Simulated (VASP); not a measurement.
A run of VASP 6.6.1 is set up as follows.

INCAR

```
  PREC = Accurate
  ENCUT = 600
  EDIFF = 1E-6
  ISMEAR = -1
  SIGMA = 0.05
  LREAL = F
  LASPH = T
  NELM = 60
  ALGO = Normal
  ISIF = 3
  LWAVE = F
  LCHARG = F
  GGA = RP
  IBRION = 2
  NSW = 60
  EDIFFG = -0.01
```

File KPOINTS:

```
Automatic mesh
0
Gamma
  10 10 2
```

File POSCAR:

```
SiC
1.0
    3.0950000000      0.0000000000      0.0000000000
   -1.5475000000      2.6803486247      0.0000000000
    0.0000000000      0.0000000000     15.1700000000
Si C
6 6
Direct
    0.6666666667      0.3333333333      0.4583000000
    0.3333333333      0.6666666667      0.9583000000
    0.6666666667      0.3333333333      0.7917000000
    0.3333333333      0.6666666667      0.2917000000
    0.0000000000      0.0000000000      0.6250000000
    0.0000000000      0.0000000000      0.1250000000
    0.6666666667      0.3333333333      0.3333000000
    0.3333333333      0.6666666667      0.8333000000
    0.6666666667      0.3333333333      0.6667000000
    0.3333333333      0.6666666667      0.1667000000
    0.0000000000      0.0000000000      0.5000000000
    0.0000000000      0.0000000000      0.0000000000
```

Potentials or basis: VASP PAW PBE potentials, release 64 (Si, C).

Command:

```sh
$ cat potpaw_PBE.64/Si/POTCAR potpaw_PBE.64/C/POTCAR > POTCAR
$ mpirun -np 1 vasp_std > vasp.out
```

**Question.** Predict the relaxed cell.

**Answer.** a = 3.107 Å, b = 3.107 Å, c = 15.247 Å, α = 90.00°, β = 90.00°, γ = 120.00°.

**Question.** Estimate the band gap on the k mesh.

**Answer.** 2.05 eV (least direct gap 3.13 eV).

**Question.** Predict the space group after relaxing (to 0.1 Å).

**Answer.** P6_3mc (No. 186).

**Question.** Predict the relaxed volume.

**Answer.** 10.62 Å³/atom.

Step by step:
```
step  energy change (eV)  largest force (eV/Å)  pressure (GPa)  volume (Å³)
   1              0.0000                0.1406            2.78       125.85
   2             -0.0005                0.1081           -2.61       129.19
   3             -0.0151                0.0282            0.00       127.51
   4             -0.0151                0.0298           -0.05       127.54
   5             -0.0152                0.0111           -0.07       127.55
   6             -0.0152                0.0117           -0.07       127.55
   7             -0.0152                0.0061            0.05       127.48
```

Caveat: the PAW data sets were made with another functional, which shifts forces and pressure a little. A k mesh can miss the band edges.
